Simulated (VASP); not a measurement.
# Bi (Im-3m) in VASP: a series of runs

Aim: see how the results for Bi move with the level of theory and the settings. Levels: r2SCAN+D3(BJ), RPBE, PBEsol, r2SCAN0. Tasks: single point, relaxation of cell and atoms.

All numbers are computed with VASP 6.6.1; they aren't measurements. Logs are shortened: lines on timing, memory, paths and dates and some standing lists are left out, and cuts for length are marked.

## 1. The cell of the first run

The structure is cubic, space group Im-3m (No. 229). Conventional cell: a = 4.041 Å, b = 4.041 Å, c = 4.041 Å, α = 90.00°, β = 90.00°, γ = 90.00°. Bi (site symmetry m-3m) has 14 Bi at 3.50 to 4.04 Å within 4.6 Å.

This isn't the form of Bi at room conditions, which is rhombohedral.

## 2. Single point, r2SCAN+D3(BJ)

Input file POSCAR:

```
Bi
1.0
   -2.0202919770      2.0202919770      2.0202919770
    2.0202919770     -2.0202919770      2.0202919770
    2.0202919770      2.0202919770     -2.0202919770
Bi
1
Direct
    0.0000000000      0.0000000000      0.0000000000
```

Input file INCAR.step1:

```
PREC = Accurate
ENCUT = 520
ISMEAR = -1
SIGMA = 0.05
LREAL = F
LASPH = T
NELM = 60
NBANDS = 14
GGA = PE
ALGO = Normal
EDIFF = 1E-4
LWAVE = T
LCHARG = F
```

Input file INCAR.step2:

```
PREC = Accurate
ENCUT = 520
EDIFF = 1E-6
ISMEAR = -1
SIGMA = 0.05
LREAL = F
LASPH = T
NELM = 60
ALGO = Normal
ISIF = 2
LWAVE = F
LCHARG = F
METAGGA = R2SCAN
LMIXTAU = T
IVDW = 12
VDW_S6 = 1.0
VDW_S8 = 0.78981345
VDW_A1 = 0.49484001
VDW_A2 = 5.73083694
NBANDS = 14
ISTART = 1
```

Input file KPOINTS:

```
regular mesh
0
Gamma
  9 9 9
```

Potentials or basis: VASP PAW PBE potentials, release 64 (Bi_d).

Command:

```sh
> cat potpaw_PBE.64/Bi_d/POTCAR > POTCAR
> cp INCAR.step1 INCAR
> mpirun -np 1 vasp_std > vasp.out
> cp INCAR.step2 INCAR
> mpirun -np 1 vasp_std > vasp.out
```

OUTCAR:

```text
PREC = Accurate
   ENCUT = 520
   EDIFF = 1E-6
   ISMEAR = -1
   LREAL = F
   LASPH = T
   NELM = 60
   ISIF = 2
   METAGGA = R2SCAN
   IVDW = 12
   ISTART = 1
 IVDW          = 12

 ion  position               nearest neighbor table
   1  0.000  0.000  0.000-

  LATTYP: Found a body centered cubic cell.
 ALAT       =     4.0405839540

  Lattice vectors:

 A1 = (  -2.0202919770,   2.0202919770,   2.0202919770)
 A2 = (   2.0202919770,  -2.0202919770,   2.0202919770)
 A3 = (   2.0202919770,   2.0202919770,  -2.0202919770)

Analysis of symmetry for initial positions (statically):
=====================================================================
 Subroutine PRICEL returns:
 Original cell was already a primitive cell.

 Routine SETGRP: Setting up the symmetry group for a
 body centered cubic supercell.

 Subroutine GETGRP returns: Found 48 space group operations
 (whereof 48 operations were pure point group operations)
 out of a pool of 48 trial point group operations.

The static configuration has the point symmetry O_h .

Analysis of symmetry for dynamics (positions and initial velocities):
=====================================================================
 Subroutine PRICEL returns:
 Original cell was already a primitive cell.

 Routine SETGRP: Setting up the symmetry group for a
 body centered cubic supercell.

 Subroutine GETGRP returns: Found 48 space group operations
 (whereof 48 operations were pure point group operations)
 out of a pool of 48 trial point group operations.

The dynamic configuration has the point symmetry O_h .

 Subroutine INISYM returns: Found 48 space group operations
 (whereof 48 operations are pure point group operations),
 and found     1 'primitive' translations

----------------------------------------------------------------------------------------

                                     Primitive cell

  volume of cell :      32.9839

  direct lattice vectors                    reciprocal lattice vectors
    -2.020291977  2.020291977  2.020291977     0.000000000  0.247488980  0.247488980
     2.020291977 -2.020291977  2.020291977     0.247488980  0.000000000  0.247488980
     2.020291977  2.020291977 -2.020291977     0.247488980  0.247488980  0.000000000

  length of vectors
     3.499248350  3.499248350  3.499248350     0.350002272  0.350002272  0.350002272

  position of ions in fractional coordinates (direct lattice)
     0.000000000  0.000000000  0.000000000

  ion indices of the primitive-cell ions
   primitive index   ion index
                 1           1

----------------------------------------------------------------------------------------

 KPOINTS: regular mesh

Automatic generation of k-mesh.
 Grid dimensions read from file:
 generate k-points for:    9    9    9

 Generating k-lattice:

  Cartesian coordinates                     Fractional coordinates (reciprocal lattice)
     0.000000000  0.027498776  0.027498776     0.111111111  0.000000000  0.000000000
     0.027498776  0.000000000  0.027498776     0.000000000  0.111111111  0.000000000
     0.027498776  0.027498776  0.000000000     0.000000000  0.000000000  0.111111111

  Length of vectors
     0.038889141  0.038889141  0.038889141

  Shift w.r.t. Gamma in fractional coordinates (k-lattice)
     0.000000000  0.000000000  0.000000000

 Subroutine IBZKPT returns following result:
 ===========================================

 Found     35 irreducible k-points:

 Following reciprocal coordinates:
            Coordinates               Weight
  0.000000  0.000000  0.000000      1.000000
  0.111111  0.000000  0.000000     12.000000
  0.222222  0.000000  0.000000     12.000000
  0.333333  0.000000  0.000000     12.000000
  0.444444  0.000000  0.000000     12.000000
  0.111111  0.111111  0.000000     24.000000
[... 16 lines left out ...]
 -0.333333  0.444444  0.111111     48.000000
 -0.444444 -0.444444  0.111111     24.000000
 [... further k-points ...]
   k-points           NKPTS =     35   k-points in BZ     NKDIM =     35   number of bands    NBANDS=     14
   number of dos      NEDOS =    301   number of ions     NIONS =      1
   total plane-waves  NPLWV =  21952
   dimension x,y,z NGX =    28 NGY =   28 NGZ =   28
   dimension x,y,z NGXF=    56 NGYF=   56 NGZF=   56
   ions per type =               1
   NGX,Y,Z   is equivalent  to a cutoff of  13.30, 13.30, 13.30 a.u.
   NGXF,Y,Z  is equivalent  to a cutoff of  26.61, 26.61, 26.61 a.u.
 SYSTEM =  unknown system
   PREC   = accura    normal or accurate (medium, high low for compatibility)
   ISTART =      1    job   : 0-new  1-cont  2-samecut
   ICHARG =      0    charge: 1-file 2-atom 10-const
   ISPIN  =      1    spin polarized calculation?
   LNONCOLLINEAR =      F non collinear calculations
   LSORBIT =      F    spin-orbit coupling
   LASPH  =      T    aspherical Exc in radial PAW
   ENCUT  =  520.0 eV  38.22 Ry    6.18 a.u.   6.51  6.51  6.51*2*pi/ulx,y,z
   NELM   =     60;   NELMIN=  2; NELMDL=  0     # of ELM steps
   EDIFF  = 0.1E-05   stopping-criterion for ELM
   LREAL  =      F    real-space projection
   EDIFFG = 0.1E-04   stopping-criterion for IOM
   NSW    =      0    number of steps for IOM
   IBRION =     -1    ionic relax: 0-MD 1-quasi-New 2-CG
   NFREE  =      0    steps in history (QN), initial steepest desc. (CG)
   ISIF   =      2    stress and relaxation
   ISYM   =      2    0-nonsym 1-usesym 2-fastsym
   POTIM  = 0.5000    time-step for ionic-motion
   TEBEG  =    0.0;   TEEND  =   0.0 temperature during run
   PSTRESS=    0.0 pullay stress
   NELECT =      15.0000    total number of electrons
   NUPDOWN=      -1.0000    fix difference up-down
   EMIN   =  10.00;   EMAX   =-10.00  energy-range for DOS
   EFERMI =   0.00;   METHOD = LEGACY
   ISMEAR =    -1;   SIGMA  =   0.05  broadening in eV -4-tet -1-fermi 0-gaus
   EFERMI_NEDOS =   21; number of points for ismear=-14 and -15
   IALGO  =     38    algorithm
   IMIX   =      4    mixing-type and parameters
     AMIX     =   0.40;   BMIX     =  1.00
     AMIX_MAG =   1.60;   BMIX_MAG =  1.00
  volume/ion in A,a.u.               =      32.98       222.59
  Fermi-wavevector in a.u.,A,eV,Ry     =   1.258938  2.379048 21.564223  1.584926
  Thomas-Fermi vector in A             =   2.392523
   LORBIT       =      0    0 simple, 1 ext, 2 COOP (PROOUT), +10 PAW based schemes
   METAGGA = R2SCAN    functional components
   LHFCALC =     F    Hartree Fock is set to
   AEXX    =    0.0000 exact exchange contribution
   IVDW    =    12    specifies the selected vdW correction
   LEPSILON=     F    determine dielectric tensor
   LRPA    =     F    only Hartree local field effects (RPA)
 non-spin polarized calculation
  energy-cutoff  :      520.00
  volume of cell :       32.98
 maximum number of plane-waves:       935
 NGX is ok and might be reduce to    28
   NGX = 13   NGY = 13   NGZ = 13

 number of electron      15.0000006 magnetization

 Free energy of the ion-electron system (eV)
  ---------------------------------------------------
  ext. energy  EPLUGINS =         0.00000000
  ---------------------------------------------------
  free energy    TOTEN  =       -58.27153098 eV

  energy without entropy =      -58.26777792  energy(sigma->0) =      -58.26965445

 E-fermi :   7.1134     XC(G=0): -10.7519

 val. band max:        7.0789391981   @ k =   0.2222   0.0000   0.0000
 cond. band min:       7.1142624412   @ k =  -0.2222   0.2222   0.1111
 fundamental gap:      0.0353232431
 Fermi energy:         7.1133786682

 k-point     1 :       0.0000    0.0000    0.0000
  band No.  band energies     occupation
      1     -16.5784      2.00000
      2     -16.5784      2.00000
      3     -16.5784      2.00000
      4     -16.4607      2.00000
      5     -16.4607      2.00000
      6      -6.5977      2.00000
      7      12.0395      0.00000
      8      12.0396      0.00000
      9      12.0396      0.00000
     10      16.4887      0.00000
     11      18.3865      0.00000
     12      18.3865      0.00000
     13      18.3865      0.00000
     14      18.9215      0.00000

 k-point     2 :       0.1111    0.0000    0.0000
  band No.  band energies     occupation
      1     -16.5825      2.00000
      2     -16.5709      2.00000
      3     -16.5561      2.00000
      4     -16.4655      2.00000
      5     -16.4617      2.00000
      6      -6.3772      2.00000
      7      10.1289      0.00000
      8      11.4178      0.00000
      9      11.8770      0.00000
     10      16.4364      0.00000
     11      17.1517      0.00000
     12      18.0833      0.00000
     13      18.1144      0.00000
     14      19.8653      0.00000

 k-point     3 :       0.2222    0.0000    0.0000
  band No.  band energies     occupation
      1     -16.5929      2.00000
      2     -16.5556      2.00000
      3     -16.4989      2.00000
      4     -16.4747      2.00000
      5     -16.4643      2.00000
      6      -5.7349      2.00000
      7       7.0789      1.33140
      8      10.2301      0.00000
      9      11.4530      0.00000
     10      14.9477      0.00000
     11      16.0728      0.00000
     12      18.1621      0.00000
     13      19.3975      0.00000
     14      21.9953      0.00000
[... 324 lines left out ...]
 k-point    23 :      -0.3333    0.4444    0.1111
  band No.  band energies     occupation
      1     -16.5651      2.00000
      2     -16.5317      2.00000
      3     -16.4923      2.00000
      4     -16.4748      2.00000
      5     -16.4132      2.00000
      6      -3.7817      2.00000
      7       3.7042      2.00000
      8       6.6565      1.99978
      9       9.7561      0.00000
     10      14.8290      0.00000
     11      15.7470      0.00000
     12      18.8657      0.00000
     13      19.2863      0.00000
     14      22.8871      0.00000

 k-point    24 :      -0.4444   -0.4444    0.1111
  band No.  band energies     occupation
      1     -16.5672      2.00000
      2     -16.5350      2.00000
      3     -16.4982      2.00000
      4     -16.4640      2.00000
      5     -16.3956      2.00000
      6      -3.2694      2.00000
      7       2.8484      2.00000
      8       6.2895      2.00000
      9       9.7013      0.00000
     10      14.8742      0.00000
     11      16.3767      0.00000
     12      17.5674      0.00000
     13      18.9213      0.00000
     14      25.4486      0.00000

 [... further k-points ...]

------------------------ aborting loop because EDIFF is reached ----------------------------------------

 Edisp (eV)   -0.22551

 E8    (eV) :    -0.0894

  FORCE on cell =-STRESS in cart. coord.  units (eV):
  Direction    XX          YY          ZZ          XY          YZ          ZX
  --------------------------------------------------------------------------------------
  -------------------------------------------------------------------------------------
  Total      -0.83743    -0.83743    -0.83743     0.00000    -0.00000     0.00000
  in kB     -40.67756   -40.67756   -40.67756     0.00000    -0.00000     0.00000
  external pressure =      -40.68 kB  Pullay stress =        0.00 kB

 VOLUME and BASIS-vectors are now :
 -----------------------------------------------------------------------------
  energy-cutoff  :      520.00
  volume of cell :       32.98
      direct lattice vectors                 reciprocal lattice vectors
    -2.020291977  2.020291977  2.020291977     0.000000000  0.247488980  0.247488980
     2.020291977 -2.020291977  2.020291977     0.247488980  0.000000000  0.247488980
     2.020291977  2.020291977 -2.020291977     0.247488980  0.247488980  0.000000000

 POSITION                                       TOTAL-FORCE (eV/Angst)
 -----------------------------------------------------------------------------------
      0.00000      0.00000      0.00000         0.000000      0.000000      0.000000
 -----------------------------------------------------------------------------------
    total drift:                               -0.000000     -0.000000     -0.000000

  FREE ENERGIE OF THE ION-ELECTRON SYSTEM (eV)
  ---------------------------------------------------
  free  energy   TOTEN  =       -58.4970411609 eV

  energy  without entropy=      -58.4932881039  energy(sigma->0) =      -58.49516463
```

It took 2.3 min on 1 thread of Intel Xeon 8259CL, shared host; peak memory 0.18 GiB.

What came out:

- Free energy: -58.4970 eV
- Pressure: -4.1 GPa
- Band gap on the k mesh: zero (an odd number of electrons rules out a gap without spin polarisation)
- Dispersion energy per atom: -0.226 eV

Caveat: the cell stands under tension; the PAW data sets were made with another functional, which shifts forces and pressure a little; spin-orbit coupling is left out, which moves the levels of the heavy elements.

(Part 1 of 2 ends here.)
